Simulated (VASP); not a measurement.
**AlP: relaxation of cell and atoms with PBE**

Crystal: AlP.

```
Al P
1.0
     0.00000    2.72550    2.72550
     2.72550    0.00000    2.72550
     2.72550    2.72550    0.00000
Al P
1 1
Direct
  0.00000 0.00000 0.00000
  0.25000 0.25000 0.25000
```

```yaml
Program: VASP 6.6.1
Task: relaxation of cell and atoms
Functional: PBE
Potentials_or_basis: VASP PAW PBE potentials, release 64 (Al, P)
Cutoff: 500 eV
k_mesh: 6 × 6 × 6
Occupations: gaussian, width 0.01 eV
Spin: no spin polarisation
Target_pressure: 4 GPa
Dipole_correction: no
Further_INCAR_settings: ALGO = Normal; EDIFF = 1e-07; IBRION = 2; EDIFFG = -0.02; NSW = 50; ISIF = 3
```

The relaxed volume is 19.97 Å³/atom, the relaxed cell is a = 3.837 Å, b = 3.837 Å, c = 3.837 Å, α = 60.00°, β = 60.00°, γ = 60.00° and the space group after relaxing (to 0.05 Å) is F-43m (No. 216). The energy change on relaxing (the enthalpy is what falls) is +5.8 meV/atom. The ionic steps are 3 and the pressure after relaxing is 4.0 GPa. The band gap on the k mesh is 1.54 eV, indirect (least direct gap 3.47 eV).

Step by step:
| step | energy change (eV) | largest force (eV/Å) | pressure (GPa) | volume (Å³) |
| --- | --- | --- | --- | --- |
| 1 | 0.0000 | 0.0000 | 2.67 | 40.49 |
| 2 | 0.0234 | 0.0000 | 5.07 | 39.52 |
| 3 | 0.0115 | 0.0000 | 4.00 | 39.94 |

Final structure:
```
Al P
1.0
     0.00000    2.71299    2.71299
     2.71299    0.00000    2.71299
     2.71299    2.71299    0.00000
Al P
1 1
Direct
  0.00000 0.00000 0.00000
  0.25000 0.25000 0.25000
```

Levels at points of the mesh, in eV from the valence-band top:
| k point | band 1 | band 2 | band 3 | band 4 | band 5 | band 6 | band 7 | band 8 |
| --- | --- | --- | --- | --- | --- | --- | --- | --- |
| (0.00, 0.00, 0.00) | -11.61 | 0.00 | 0.00 | 0.00 | 3.47 | 4.58 | 4.58 | 4.58 |
| (0.50, 0.00, 0.00) | -9.89 | -5.61 | -0.77 | -0.77 | 2.88 | 4.82 | 4.82 | 8.32 |
| (0.50, 0.50, 0.00) | -9.21 | -5.37 | -2.14 | -2.14 | 1.54 | 2.46 | 11.23 | 11.23 |

It took 8.2 s on 1 thread of Intel(R) Xeon(R) 6975P-C (Granite Rapids) (shared host), peak memory 0.14 GiB.

Caveat: the cell is relaxed towards a set pressure, so the enthalpy falls and the energy may rise. A k mesh can miss the band edges.
